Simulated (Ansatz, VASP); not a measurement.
## CdSe in VASP and in Ansatz

File POSCAR:

```
CdSe
1.0
    4.3392846264      0.0000000000      0.0000000000
   -2.1696423132      3.7579307207      0.0000000000
    0.0000000000      0.0000000000     14.1586988642
Cd Se
4 4
Direct
    0.0000000000      0.0000000000     -0.0002015640
    0.3333333333      0.6666666667      0.2499621337
    0.0000000000      0.0000000000      0.4997984360
    0.6666666667      0.3333333333      0.7499621337
    0.0000000000      0.0000000000      0.1874999893
    0.3333333333      0.6666666667      0.4377394409
    0.0000000000      0.0000000000      0.6874999893
    0.6666666667      0.3333333333      0.9377394409
```

File INCAR.step1:

```
SYSTEM = CdSe
PREC = Accurate
ENCUT = 520
ISMEAR = 0
SIGMA = 0.01
LREAL = .False.
LASPH = .True.
NELM = 100
NBANDS = 46
GGA = PE
ALGO = Normal
EDIFF = 1E-4
LWAVE = .True.
LCHARG = .False.
```

Contents of INCAR.step2:

```
SYSTEM = CdSe
PREC = Accurate
ENCUT = 520
EDIFF = 1E-6
ISMEAR = 0
SIGMA = 0.01
LREAL = .False.
LASPH = .True.
NELM = 100
ALGO = Normal
ISIF = 2
LWAVE = .False.
LCHARG = .False.
METAGGA = R2SCAN
LMIXTAU = .True.
NBANDS = 46
ISTART = 1
```

Contents of KPOINTS:

```
Automatic mesh
0
Gamma
  12 12 2
  0 0 0
```

Input for Ansatz:

```yaml
crystal:
  lattice:
    - [4.3392846264, 0.0, 0.0]
    - [-2.1696423132, 3.7579307207, 0.0]
    - [0.0, 0.0, 14.1586988642]
  atoms:
    - { symbol: Cd, position: [0.0, 0.0, -0.000201564] }
    - { symbol: Cd, position: [0.3333333333, 0.6666666667, 0.2499621337] }
    - { symbol: Cd, position: [0.0, 0.0, 0.499798436] }
    - { symbol: Cd, position: [0.6666666667, 0.3333333333, 0.7499621337] }
    - { symbol: Se, position: [0.0, 0.0, 0.1874999893] }
    - { symbol: Se, position: [0.3333333333, 0.6666666667, 0.4377394409] }
    - { symbol: Se, position: [0.0, 0.0, 0.6874999893] }
    - { symbol: Se, position: [0.6666666667, 0.3333333333, 0.9377394409] }
kpoints:
  mp_grid: { grid: [12, 12, 2] }
  band_path:
    path:
      - [0.0, 0.0, 0.0]
      - [0.5, 0.0, 0.0]
      - [0.3333333333, 0.3333333333, 0.0]
      - [0.0, 0.0, 0.5]
      - [0.5, 0.0, 0.5]
      - [0.3333333333, 0.3333333333, 0.5]
    npoints: 1
hamiltonian:
  xc: r2scan
scf:
  occupations: { method: fixed }
  n_extra_bands: 6
output:
  forces: true
  stress: true
  eigenvalues: true
```

Alike in both runs: task single point; functional r2SCAN; k mesh 12 × 12 × 2; no spin polarisation.

|  | VASP | Ansatz |
| --- | --- | --- |
| version | VASP 6.6.1 | Ansatz 0.2.0 |
| potentials or method | VASP PAW PBE potentials, release 64 (Cd, Se) | plane waves, PAW |
| plane-wave cutoff (eV) | 520 | 500 |
| occupations | gaussian, width 0.01 eV | fixed |
| valence electrons in the cell | 72 | 144 |

|  | VASP | Ansatz | Ansatz less VASP |
| --- | --- | --- | --- |
| gap on the k mesh at the Fermi level (eV) | 1.06 | 1.07 | +0.010 |
| pressure (GPa) | 0.2 | 0.0 | -0.24 |

VASP's potentials were made for PBE, not for r2SCAN. VASP's potentials hold 72 valence electrons a cell and Ansatz's 144, so a difference there can come from the potentials and not from the codes.
